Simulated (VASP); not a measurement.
Write the native input for VASP 6.6.1 that does the following.

| Property | Result |
| --- | --- |
| Task | single point |
| Functional | LDA |
| Potentials or basis | VASP PAW LDA potentials, release 64 (Ga_d, Sb) |
| Cutoff | 520 eV |
| k mesh | 16 × 16 × 16 |
| Occupations | gaussian, width 0.15 eV |
| Spin | no spin polarisation |
| Dipole correction | no |
| Further INCAR settings | ALGO = Normal; EDIFF = 1e-07; NBANDS = 16 |

The structure of GaSb lies in POSCAR:

```
GaSb
1.0
   -2.8248500000      2.8248500000      1.5899500000
    2.8248500000     -2.8248500000      1.5899500000
    2.8248500000      2.8248500000     -1.5899500000
Ga Sb
1 1
Direct
    0.2500000000      0.7500000000      0.5000000000
    0.0000000000      0.0000000000      0.0000000000
```

The input as run:

INCAR

```
SYSTEM = GaSb
PREC     = Accurate       ! precision mode
ENCUT    = 520            ! plane-wave cutoff, eV
EDIFF    = 1E-7           ! SCF threshold, eV
ISMEAR   = 0              ! smearing method
SIGMA    = 0.15           ! smearing width, eV
LREAL    = .FALSE.        ! projectors in reciprocal space
LASPH    = .TRUE.         ! aspherical terms in the spheres
NELM     = 100            ! most SCF steps
ALGO     = Normal         ! electronic algorithm
ISIF     = 2              ! what is computed and relaxed
LWAVE    = .FALSE.        ! write WAVECAR
LCHARG   = .TRUE.         ! write CHGCAR
LELF     = .TRUE.         ! ELF
LVHAR    = .TRUE.       
NBANDS   = 16             ! bands
```

KPOINTS

```
Automatic mesh
0
G
  16 16 16
  0 0 0
```

Potentials or basis: VASP PAW LDA potentials, release 64 (Ga_d, Sb).

Command:

```sh
$ cat potpaw_LDA.64/Ga_d/POTCAR potpaw_LDA.64/Sb/POTCAR > POTCAR
$ mpirun -np 1 vasp_std > vasp.out
```

It gave:

```
Pressure               : -6.2 GPa
Band gap on the k mesh : zero (bands 9 and 10 overlap by 4.40 eV)
```

Caveat: the cell stands under tension; spin-orbit coupling is left out, which moves the levels of the heavy elements.

It took 3.1 min on 1 thread of Intel Xeon 8259CL (shared host), peak memory 0.4 GiB.
